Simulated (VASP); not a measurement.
Write the native input for VASP 6.6.1 that does the following.

| Property | Result |
| --- | --- |
| Task | single point |
| Functional | PBE |
| Potentials or basis | VASP PAW PBE potentials, release 64 (C) |
| Cutoff | 520 eV |
| k mesh | 4 × 4 × 4 |
| Occupations | gaussian, width 0.01 eV |
| Spin | no spin polarisation |
| Dipole correction | no |
| Further INCAR settings | ALGO = Normal; EDIFF = 1e-06; NBANDS = 11 |

The structure of C lies in POSCAR:

```
C
1.0
    0.0000000000      1.7801241411      1.7801241411
    1.7801241411      0.0000000000      1.7801241411
    1.7801241411      1.7801241411      0.0000000000
C
2
Direct
    0.0000000000      0.0000000000      0.0000000000
    0.2500000000      0.2500000000      0.2500000000
```

One way to write it, as run:

INCAR

```
SYSTEM = C
PREC = Accurate
ENCUT = 520
EDIFF = 1E-6
ISMEAR = 0
SIGMA = 0.01
LREAL = .FALSE.
LASPH = .TRUE.
NELM = 100
ALGO = Normal
ISIF = 2
LWAVE = .FALSE.
LCHARG = .TRUE.
GGA = PE
LELF = .TRUE.
LVHAR = .TRUE.
NBANDS = 11
```

KPOINTS

```
regular mesh
0
G
  4 4 4
  0 0 0
```

Potentials or basis: VASP PAW PBE potentials, release 64 (C).

Command:

```sh
$ cat potpaw_PBE.64/C/POTCAR > POTCAR
$ mpirun -np 1 vasp_std > vasp.out
```

Results of the run:

The pressure is 6.0 GPa. The band gap on the k mesh is 4.45 eV, indirect (least direct gap 5.60 eV).

Caveat: the k points lie up to 0.76 Å⁻¹ apart.

It took 3.3 s on 1 thread of Intel Xeon 8259CL (shared host), peak memory 0.12 GiB.
